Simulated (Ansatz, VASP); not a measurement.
One calculation of PbS, two programs

```
CELL_PARAMETERS angstrom
3.60428 0.00000 0.00000
0.00000 3.60428 0.00000
0.00000 0.00000 3.60428
ATOMIC_POSITIONS crystal
Pb 0.00000 0.00000 0.00000
S 0.50000 0.50000 0.50000
```

Alike in both runs: task single point; functional r2SCAN; k mesh 7 × 7 × 7; occupations fermi-dirac, width 0.05 eV; no spin polarisation.

|  | VASP | Ansatz |
| --- | --- | --- |
| version | VASP 6.6.1 | Ansatz 0.2.0 |
| potentials or method | VASP PAW PBE potentials, release 64 (Pb_d, S) | Ansatz PAW |
| plane-wave cutoff (eV) | 550 | 500 |
| valence electrons in the cell | 20 | 20 |

Ansatz gave:

```
pressure (GPa) : 1.8
```

Task: Which values does VASP return?

Result: Pressure (GPa): 1.9.

VASP's potentials were made for PBE, not for r2SCAN.

Neither program's run includes spin-orbit coupling.
